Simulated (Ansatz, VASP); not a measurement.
# Two plane-wave programs on In4Sb3As

Contents of INCAR:

```
PREC     = Accurate       # precision mode
ENCUT    = 600            # plane-wave cutoff, eV
EDIFF    = 1E-6           # SCF threshold, eV
ISMEAR   = 0              # smearing method
SIGMA    = 0.1            # smearing width, eV
LREAL    = False          # projectors in reciprocal space
LASPH    = True           # aspherical terms in the spheres
NELM     = 100            # most SCF steps
ALGO     = Normal         # electronic algorithm
ISIF     = 3              # what is computed and relaxed
LWAVE    = False          # write WAVECAR
LCHARG   = False          # write CHGCAR
GGA      = PE             # functional
IBRION   = 2              # ionic algorithm
NSW      = 90             # ionic steps
EDIFFG   = -0.04          # ionic threshold
```

File KPOINTS:

```
Automatic mesh
0
Gamma
  6 6 2
```

Contents of POSCAR:

```
In4Sb3As
1.0
    4.2342082100      0.0000000000      0.0000000000
   -2.1171041000      3.6669318700      0.0000000000
    0.0000000000      0.0000000000     13.9237350800
In Sb As
4 3 1
Direct
    0.6666666700      0.3333333300      0.2502940600
    0.6666666700      0.3333333300      0.7502940600
    0.3333333300      0.6666666700      0.0002940600
    0.3333333300      0.6666666700      0.5002940600
    0.6666666700      0.3333333300      0.4374559200
    0.3333333300      0.6666666700      0.1874559200
    0.3333333300      0.6666666700      0.6874559200
    0.6666666700      0.3333333300      0.9374559200
```

Input for Ansatz:

```yaml
crystal:
  lattice:
    - [4.23420821, 0.0, 0.0]
    - [-2.1171041, 3.66693187, 0.0]
    - [0.0, 0.0, 13.92373508]
  atoms:
    - { symbol: In, position: [0.66666667, 0.33333333, 0.25029406] }
    - { symbol: In, position: [0.66666667, 0.33333333, 0.75029406] }
    - { symbol: In, position: [0.33333333, 0.66666667, 0.00029406] }
    - { symbol: In, position: [0.33333333, 0.66666667, 0.50029406] }
    - { symbol: Sb, position: [0.66666667, 0.33333333, 0.43745592] }
    - { symbol: Sb, position: [0.33333333, 0.66666667, 0.18745592] }
    - { symbol: Sb, position: [0.33333333, 0.66666667, 0.68745592] }
    - { symbol: As, position: [0.66666667, 0.33333333, 0.93745592] }
basis:
  ecutwfc: 420
kpoints:
  mp_grid: { grid: [6, 6, 2] }
hamiltonian:
  xc: pbe
scf:
  occupations: { method: gaussian, width: 0.1 }
  lower_state_search: "off"
output:
  forces: true
  stress: true
  eigenvalues: true
relax:
  adjacent_minimum: "off"
  f_tol: 0.04
  max_steps: 70
  cell: { stress_tol: 0.4 }
```

Alike in both runs: task relaxation of cell and atoms; functional PBE; k mesh 6 × 6 × 2; occupations gaussian, width 0.1 eV; no spin polarisation.

|  | VASP | Ansatz |
| --- | --- | --- |
| version | VASP 6.6.1 | Ansatz 0.2.0 |
| potentials or method | VASP PAW PBE potentials, release 64 (In_d, Sb, As), cutoff 600 eV | scalar-relativistic, plane waves, PAW |
| valence electrons in the cell | 72 | 112 |

Ansatz gave:

* gap on the k mesh at the Fermi level, each at its own relaxed structure (eV): none
* relaxed volume (Å³/atom): 34.67
* relaxed length of the cell vector where the two differ most in proportion (Å): 4.603

What did VASP give for the same quantities?

gap on the k mesh at the Fermi level, each at its own relaxed structure (eV): none; relaxed volume (Å³/atom): 34.76; relaxed length of the cell vector where the two differ most in proportion (Å): 4.607.

A gap of «none» marks a metal or a gap that the smearing closes. VASP's potentials hold 72 valence electrons a cell and Ansatz's 112, so a difference there can come from the potentials and not from the codes.

Neither program's run includes spin-orbit coupling. Noted on VASP's run: the volume moved by over 15 % at a fixed basis, so the end points are rough.
